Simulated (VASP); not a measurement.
K2SiB2:

```xyz
5
Lattice="3.1850 -5.7855 0.0000 3.1850 5.7855 0.0000 0.0000 0.0000 3.1502" Properties=species:S:1:pos:R:3 pbc="T T T"
K     3.1850    2.8113    0.0000
K     3.1850   -2.8113    0.0000
Si    0.0000    0.0000    1.5751
B     3.1850    0.0000    0.0000
B     3.1850    0.0000    1.5751
```

The cell was built from a structure type or drawn by symmetry, and may not be a known phase.

| Quantity | Value |
| --- | --- |
| Program | VASP 6.6.1 |
| Task | relaxation of cell and atoms |
| Functional | PBE |
| Potentials or basis | VASP PAW PBE potentials, release 64 (K_sv, Si, B) |
| Cutoff | 600 eV |
| k mesh | 4 × 4 × 6 |
| Occupations | gaussian, width 0.1 eV |
| Spin | no spin polarisation |

At the start: pressure 0.5 GPa; volume 23.22 Å³/atom.

Question: How do energy, volume and symmetry change on relaxing?

Answer: Over 10 steps the energy falls by 6.6 meV/atom and the volume is 22.15 Å³/atom (-4.6 %); space group Cmmm (No. 65, to 0.1 Å) before and after.

The path:
| step | energy change (eV) | largest force (eV/Å) | pressure (GPa) | volume (Å³) |
| --- | --- | --- | --- | --- |
| 1 | 0.0000 | 0.0846 | 0.47 | 116.10 |
| 2 | -0.0120 | 0.1155 | -0.64 | 117.24 |
| 3 | -0.0130 | 0.1087 | -0.41 | 116.99 |
| 4 | -0.0171 | 0.0982 | -0.34 | 116.17 |
| 5 | -0.0266 | 0.0673 | -0.10 | 113.71 |
| 6 | -0.0287 | 0.0007 | 0.52 | 108.85 |
| 7 | -0.0313 | 0.0353 | 0.18 | 111.30 |
| 8 | -0.0316 | 0.0267 | 0.26 | 110.66 |
| 9 | -0.0312 | 0.0117 | -0.18 | 110.82 |
| 10 | -0.0329 | 0.0073 | 0.05 | 110.74 |

Final structure:
```
CELL_PARAMETERS angstrom
3.02476 -5.71438 0.00000
3.02476 5.71438 0.00000
0.00000 0.00000 3.20342
ATOMIC_POSITIONS crystal
K 0.25258 0.74742 0.00000
K 0.74742 0.25258 0.00000
Si 0.00000 0.00000 0.50000
B 0.50000 0.50000 0.00000
B 0.50000 0.50000 0.50000
```
